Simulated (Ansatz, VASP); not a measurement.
# One calculation of HgW, two programs

File INCAR:

```
  PREC = Accurate
  ENCUT = 600
  EDIFF = 1E-6
  ISMEAR = 0
  SIGMA = 0.1
  LREAL = False
  LASPH = True
  NELM = 100
  ALGO = Fast
  ISIF = 3
  LWAVE = False
  LCHARG = False
  GGA = PE
  IBRION = 2
  NSW = 90
  EDIFFG = -0.04
```

The input KPOINTS:

```
Automatic mesh
0
Gamma
  6 6 6
```

The input POSCAR:

```
HgW
1.0
    3.4812102334      0.0000000000      0.0000000000
    0.0000000000      3.4812102334      0.0000000000
    0.0000000000      0.0000000000      3.4812102334
Hg W
1 1
Direct
    0.0000000000      0.0000000000      0.0000000000
    0.5000000000      0.5000000000      0.5000000000
```

Input for Ansatz:

```yaml
crystal:
  lattice:
    - [3.4812102334, 0.0, 0.0]
    - [0.0, 3.4812102334, 0.0]
    - [0.0, 0.0, 3.4812102334]
  atoms:
    - { symbol: Hg, position: [0.0, 0.0, 0.0] }
    - { symbol: W, position: [0.5, 0.5, 0.5] }
basis:
  ecutwfc: 420
kpoints:
  mp_grid: { grid: [6, 6, 6] }
hamiltonian:
  xc: pbe
scf:
  occupations: { method: gaussian, width: 0.1 }
  lower_state_search: "off"
output:
  forces: true
  stress: true
  eigenvalues: true
relax:
  adjacent_minimum: "off"
  f_tol: 0.04
  max_steps: 70
  cell: { stress_tol: 0.4 }
```

Alike in both runs: task relaxation of cell and atoms; functional PBE; k mesh 6 × 6 × 6; occupations gaussian, width 0.1 eV; no spin polarisation.

```csv
,VASP,Ansatz
version,VASP 6.6.1,Ansatz 0.2.0
potentials or method,"VASP PAW PBE potentials, release 64 (Hg, W_sv), cutoff 600 eV","scalar-relativistic, plane waves, PAW"
valence electrons in the cell,26,34
```

|  | VASP | Ansatz | Ansatz less VASP |
| --- | --- | --- | --- |
| gap on the k mesh at the Fermi level, each at its own relaxed structure (eV) | none | none | - |
| relaxed volume (Å³/atom) | 17.95 | 17.82 | -0.132 |
| relaxed length of the cell vector where the two differ most in proportion (Å) | 3.299 | 3.291 | -0.0081 |

A gap of «none» marks a metal or a gap that the smearing closes. VASP's potentials hold 26 valence electrons a cell and Ansatz's 34, so a difference there can come from the potentials and not from the codes.

Neither program's run includes spin-orbit coupling.
